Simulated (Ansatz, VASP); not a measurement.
ZnS in VASP and in Ansatz

```xyz
8
Lattice="3.7682 0.0000 0.0000 -1.8841 3.2634 0.0000 0.0000 0.0000 12.3331" Properties=species:S:1:pos:R:3 pbc="T T T"
Zn    0.0000    0.0000    0.0006
Zn    0.0000    0.0000    6.1672
Zn    0.0000    2.1756    3.0836
Zn    1.8841    1.0878    9.2501
S     0.0000    0.0000    2.3099
S     0.0000    0.0000    8.4764
S     0.0000    2.1756    5.3974
S     1.8841    1.0878   11.5639
```

Alike in both runs: task single point; functional PBE; k mesh 6 × 6 × 2; no spin polarisation.

```csv
,VASP,Ansatz
version,VASP 6.6.1,Ansatz 0.2.0
potentials or method,"VASP PAW PBE potentials, release 64 (Zn, S)","plane waves, PAW"
plane-wave cutoff (eV),520,420
occupations,"gaussian, width 0.01 eV",fixed
valence electrons in the cell,72,72
```

```tsv
	VASP	Ansatz	Ansatz less VASP
gap on the k mesh at the Fermi level (eV)	2.33	2.32	-0.007
pressure (GPa)	5.1	5.0	-0.16
rms of the force components (eV/Å)	0.007	0.007	-0.0003
```

Atom by atom the forces differ by 0.000 eV/Å (rms over components).
